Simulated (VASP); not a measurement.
Runs of VASP 6.6.1 on CsSnI3. The structure is that of space group Pm-3m (No. 221), or close to it. The cells are those of the table. 

```tsv
cell	gap on the mesh (eV)	pressure (GPa)
a = 6.206, b = 6.206, c = 6.392 Å, 5 atoms	0.31	(a)
a = 6.299, b = 6.299, c = 6.113 Å, 5 atoms	0.30	0.4
a = 6.206, b = 6.206, c = 6.299 Å, 5 atoms	0.31	0.4
a = 6.020, b = 6.020, c = 6.206 Å, 5 atoms	0.14	1.9
```

Alike in all rows: task single point; level PBE; potentials or basis VASP PAW PBE potentials, release 64 (Cs_sv, Sn_d, I); no spin polarisation; k mesh 6 × 6 × 6; cutoff (eV) 520; smearing gaussian 0.03 eV.

Task: Estimate the missing entries.

Result: (a) 0.2.

Caveats: spin-orbit coupling is left out, which moves the levels of the heavy elements.

A k mesh can miss the band edges, and the runs leave out spin-orbit coupling on Cs, I, Sn.
